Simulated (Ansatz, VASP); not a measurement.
**TiC in VASP and in Ansatz**

The input INCAR:

```
PREC = Accurate
ENCUT = 520
EDIFF = 1E-7
ISMEAR = 0
SIGMA = 0.1
LREAL = F
LASPH = T
NELM = 60
ALGO = Normal
ISIF = 2
LWAVE = F
LCHARG = F
GGA = PS
NBANDS = 15
```

Contents of KPOINTS:

```
regular mesh
0
Gamma
  12 12 12
```

The input POSCAR:

```
TiC
1.0
    0.0000000000      2.1593000000      2.1593000000
    2.1593000000      0.0000000000      2.1593000000
    2.1593000000      2.1593000000      0.0000000000
Ti C
1 1
Direct
    0.0000000000      0.0000000000      0.0000000000
    0.5000000000      0.5000000000      0.5000000000
```

Input for Ansatz:

```yaml
crystal:
  lattice:
    - [0.0, 2.1593, 2.1593]
    - [2.1593, 0.0, 2.1593]
    - [2.1593, 2.1593, 0.0]
  atoms:
    - { symbol: Ti, position: [0.0, 0.0, 0.0] }
    - { symbol: C, position: [0.5, 0.5, 0.5] }
basis:
  ecutwfc: 420
kpoints:
  mp_grid: { grid: [12, 12, 12] }
scf:
  occupations: { method: gaussian, width: 0.1 }
  n_extra_bands: 4
hamiltonian:
  xc: pbesol
  pseudopotentials: { kind: paw, azcp: { folder: soft_1 } }
output:
  eigenvalues: true
  forces: true
  stress: true
```

Alike in both runs: task single point; functional PBEsol; k mesh 12 × 12 × 12; occupations gaussian, width 0.1 eV; no spin polarisation.

|  | VASP | Ansatz |
| --- | --- | --- |
| version | VASP 6.6.1 | Ansatz 0.2.0 |
| potentials or method | VASP PAW PBE potentials, release 64 (Ti_sv, C), cutoff 520 eV | plane-wave PAW, scalar-relativistic |
| valence electrons in the cell | 16 | 16 |

|  | VASP | Ansatz | Ansatz less VASP |
| --- | --- | --- | --- |
| pressure (GPa) | -4.3 | -4.6 | -0.32 |

VASP's potentials were made for PBE, not for PBEsol, and Ansatz warns of the same on its side.
